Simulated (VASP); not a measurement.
Here is a VASP 6.6.1 calculation.

Contents of INCAR:

```
SYSTEM = Si16B
PREC = Accurate ; ENCUT = 520
EDIFF = 1E-7 ; ISMEAR = -1
SIGMA = 0.05 ; LREAL = Auto
LASPH = .True. ; NELM = 150
ALGO = Normal ; ISIF = 2
LWAVE = .False. ; LCHARG = .False.
ISPIN = 2 ; MAGMOM = 0 0 0 0 0 0 0 0 0 0 0 0 0 0 0 0 1
LORBIT = 11 ; GGA = PE
NBANDS = 52
```

The input KPOINTS:

```
Automatic mesh
0
Gamma
  2 2 2
  0 0 0
```

Contents of POSCAR:

```
Si16B
1.0
    0.0000000000      5.4300000000      5.4300000000
    5.4300000000      0.0000000000      5.4300000000
    5.4300000000      5.4300000000      0.0000000000
Si B
16 1
Direct
    0.0368876611     -0.0756537753      0.0800736648
    0.0983057090      0.2210497238      0.1203314917
    0.0511325967      0.0896593002      0.4869705341
    0.1467127072      0.1779281768      0.6908379374
   -0.0045488029      0.6078084715     -0.1443646409
    0.1899631676      0.5697053407      0.0641988950
    0.0804327808      0.4823664825      0.4462891344
    0.1544383057      0.6831491713      0.5009208103
    0.4959484346      0.0415469613      0.0101841621
    0.6810865562      0.0667771639      0.1624677716
    0.5365377532      0.0152117864      0.5173848987
    0.6757734807      0.1560313076      0.6122928177
    0.5674401473      0.4726887661     -0.0457274401
    0.6418047882      0.6141988950      0.1171639042
    0.5210773481      0.5247421731      0.5053130755
    0.6855616943      0.6368508287      0.5829281768
    0.2793370166      0.8974953959      0.1817311234
```

Potentials or basis: VASP PAW PBE potentials, release 64 (Si, B).

Launch:

```console
$ cat potpaw_PBE.64/Si/POTCAR potpaw_PBE.64/B/POTCAR > POTCAR
$ mpirun -np 1 vasp_std > vasp.out
```

Task: Predict the largest force.

Result: 3.996 eV/Å.

Task: Estimate the pressure.

Result: -0.1 GPa.

Forces on the atoms (eV/Å):
```
Si  -1.110  0.789  2.113
Si   0.201 -0.659  0.842
Si   0.119  0.102 -0.961
Si  -1.692  2.511 -1.945
Si   1.386  2.076 -1.306
Si  -0.118 -0.116 -0.091
Si  -0.588 -3.554 -0.630
Si   0.700  0.742  3.863
Si  -0.895  0.169  1.051
Si   0.960 -2.074  0.521
Si   0.720  0.384 -0.583
Si   0.321  0.648 -0.654
Si   0.204  0.791 -0.641
Si   0.359 -0.752 -0.003
Si  -1.034 -1.413 -0.555
Si   0.526  0.877  0.862
B   -0.058 -0.522 -1.883
```

Caveat: the k points lie up to 0.50 Å⁻¹ apart; the atoms stand as in a frame of molecular dynamics.
